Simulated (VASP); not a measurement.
The system is ZnS.

```
CELL_PARAMETERS angstrom
3.81100 0.00000 0.00000
-1.90550 3.30042 0.00000
0.00000 0.00000 6.23400
ATOMIC_POSITIONS crystal
Zn 0.66667 0.33333 0.50000
Zn 0.33333 0.66667 0.00000
S 0.66667 0.33333 0.88500
S 0.33333 0.66667 0.38500
```

Base run:

```yaml
Program: VASP 6.6.1
Functional: PBE exchange alone
Potentials_or_basis: VASP PAW PBE potentials, release 64 (Zn, S)
Cutoff: 520 eV
k_mesh: 8 × 8 × 5
Occupations: fermi-dirac, width 0.05 eV
Spin: no spin polarisation
```

Its results: band gap on the k mesh 2.29 eV; pressure 13.1 GPa; largest force 0.369 eV/Å.

Q: The run is repeated on the same cell with these changes: functional from PBE exchange alone to r2SCAN; dispersion from none to D4. What comes out?

A: Band gap on the k mesh 2.83 eV; pressure -0.7 GPa; largest force 0.317 eV/Å.

Several settings changed at once.

Caveats: the cell stands under pressure (at least some runs); the PAW data sets were made with another functional, which shifts forces and pressure a little (at least some runs).

